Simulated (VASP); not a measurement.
Si2Mo:

```
Mo Si
1.0
    -1.57838    1.57838    3.87738
     1.57838   -1.57838    3.87738
     1.57838    1.57838   -3.87738
Mo Si
1 2
Direct
  0.00000 0.00000 0.00000
  0.66700 0.66700 0.00000
  0.33300 0.33300 0.00000
```

This cell differs from its parent crystal: volume scaled by 0.96.

Program: VASP 6.6.1. Alike in all runs: task single point; no spin polarisation; cell as given; k mesh 12 × 12 × 12; cutoff (eV) 520; smearing fermi-dirac 0.05 eV.

Order these runs on this cell by their pressure, lowest first.
A. level LDA; potentials or basis VASP PAW LDA potentials, release 64 (Mo_sv, Si)
B. level r2SCAN+D3(BJ); potentials or basis VASP PAW PBE potentials, release 64 (Mo_sv, Si)
C. level PBEsol; potentials or basis VASP PAW PBE potentials, release 64 (Mo_sv, Si)

A (3.6 GPa), B (5.2 GPa), C (7.1 GPa).

Caveats: the PAW data sets were made with another functional, which shifts forces and pressure a little (some runs); pairwise dispersion overbinds metals, which lowers pressure and volume (some runs).
